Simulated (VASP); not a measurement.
Set up this calculation in VASP 6.6.1, as the native input.

| Quantity | Value |
| --- | --- |
| Task | single point |
| Functional | r2SCAN |
| Potentials or basis | VASP PAW PBE potentials, release 64 (Cu) |
| Cutoff | 520 eV |
| k mesh | 7 × 7 × 4 |
| Occupations | fermi-dirac, width 0.1 eV |
| Spin | no spin polarisation |
| Dipole correction | no |
| Further INCAR settings | ALGO = Normal; EDIFF = 1e-07; NBANDS = 18 |

Cu:

```
CELL_PARAMETERS angstrom
2.52883 0.00000 0.00000
-1.26442 2.19003 0.00000
0.00000 0.00000 4.13867
ATOMIC_POSITIONS crystal
Cu 0.33333 0.66667 0.25000
Cu 0.66667 0.33333 0.75000
```

These files were run (other wordings do the same):

POSCAR

```
Cu
1.0
    2.5288341393      0.0000000000      0.0000000000
   -1.2644170696      2.1900346066      0.0000000000
    0.0000000000      0.0000000000      4.1386662782
Cu
2
Direct
    0.3333333333      0.6666666667      0.2500000000
    0.6666666667      0.3333333333      0.7500000000
```

INCAR.step1

```
SYSTEM = Cu
PREC = Accurate
ENCUT = 520
ISMEAR = -1
SIGMA = 0.1
LREAL = .False.
LASPH = .True.
NELM = 80
NBANDS = 18
GGA = PE
ALGO = Normal
EDIFF = 1E-4
LWAVE = .True.
LCHARG = .False.
```

INCAR.step2

```
SYSTEM = Cu
PREC = Accurate
ENCUT = 520
EDIFF = 1E-7
ISMEAR = -1
SIGMA = 0.1
LREAL = .False.
LASPH = .True.
NELM = 80
ALGO = Normal
ISIF = 2
LWAVE = .False.
LCHARG = .True.
METAGGA = R2SCAN
LMIXTAU = .True.
LELF = .True.
LVHAR = .True.
NBANDS = 18
ISTART = 1
```

KPOINTS

```
regular mesh
0
Gamma
  7 7 4
  0 0 0
```

Potentials or basis: VASP PAW PBE potentials, release 64 (Cu).

Launch:

```bash
$ cat potpaw_PBE.64/Cu/POTCAR > POTCAR
$ cp INCAR.step1 INCAR
$ mpirun -np 1 vasp_std > vasp.out
$ cp INCAR.step2 INCAR
$ mpirun -np 1 vasp_std > vasp.out
```

Results of the run:

The pressure is 0.2 GPa. The band gap on the k mesh is zero (band 11 reaches 10.36 eV, above the bottom of band 12 at 5.65 eV).

Caveat: the k points lie up to 0.41 Å⁻¹ apart; the PAW data sets were made with another functional, which shifts forces and pressure a little.

Run time: 110 s on 1 thread of Intel Xeon 8259CL, on a shared host, peak memory 0.14 GiB.
